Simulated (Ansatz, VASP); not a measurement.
## Hf: VASP beside Ansatz

Contents of INCAR:

```
SYSTEM = Hf
PREC     = Accurate       ! precision mode
ENCUT    = 600            ! plane-wave cutoff, eV
EDIFF    = 1E-6           ! SCF threshold, eV
ISMEAR   = 0              ! smearing method
SIGMA    = 0.1            ! smearing width, eV
LREAL    = .FALSE.        ! projectors in reciprocal space
LASPH    = .TRUE.         ! aspherical terms in the spheres
NELM     = 100            ! most SCF steps
ALGO     = Normal         ! electronic algorithm
ISIF     = 3              ! what is computed and relaxed
LWAVE    = .FALSE.        ! write WAVECAR
LCHARG   = .FALSE.        ! write CHGCAR
GGA      = PS             ! functional
IBRION   = 2              ! ionic algorithm
NSW      = 80             ! ionic steps
EDIFFG   = -0.01          ! ionic threshold
```

Contents of KPOINTS:

```
regular mesh
0
G
  16 16 16
  0 0 0
```

Contents of POSCAR:

```
Hf
1.0
   -1.7475627138      1.7475627138      1.7475627138
    1.7475627138     -1.7475627138      1.7475627138
    1.7475627138      1.7475627138     -1.7475627138
Hf
1
Direct
    0.0000000000      0.0000000000      0.0000000000
```

Input for Ansatz:

```yaml
crystal:
  lattice:
    - [-1.7475627141, 1.7475627141, 1.7475627141]
    - [1.7475627141, -1.7475627141, 1.7475627141]
    - [1.7475627141, 1.7475627141, -1.7475627141]
  atoms:
    - { symbol: Hf, position: [0.0, 0.0, 0.0] }
basis:
  ecutwfc: 420
kpoints:
  mp_grid: { grid: [16, 16, 16] }
hamiltonian:
  xc: pbesol
scf:
  occupations: { method: gaussian, width: 0.1 }
output:
  forces: true
  stress: true
  eigenvalues: true
relax:
  adjacent_minimum: "off"
  f_tol: 0.01
  max_steps: 60
  cell: { stress_tol: 0.1 }
```

Alike in both runs: task relaxation of cell and atoms; functional PBEsol; k mesh 16 × 16 × 16; occupations gaussian, width 0.1 eV; no spin polarisation.

|  | VASP | Ansatz |
| --- | --- | --- |
| version | VASP 6.6.1 | Ansatz 0.2.0 |
| potentials or method | VASP PAW PBE potentials, release 64 (Hf_pv), cutoff 600 eV | scalar-relativistic, plane waves, PAW |
| valence electrons in the cell | 10 | 26 |

|  | VASP | Ansatz | Ansatz less VASP |
| --- | --- | --- | --- |
| gap on the k mesh at the Fermi level, each at its own relaxed structure (eV) | none | none | - |
| relaxed volume (Å³/atom) | 21.22 | 21.27 | +0.051 |
| relaxed cell length with the largest relative difference (Å) | 3.021 | 3.023 | +0.0024 |

VASP's potentials were made for PBE, not for PBEsol. A gap of «none» marks a metal or a gap that the smearing closes. VASP's potentials hold 10 valence electrons a cell and Ansatz's 26, so a difference there can come from the potentials and not from the codes.

Spin-orbit coupling is off throughout.
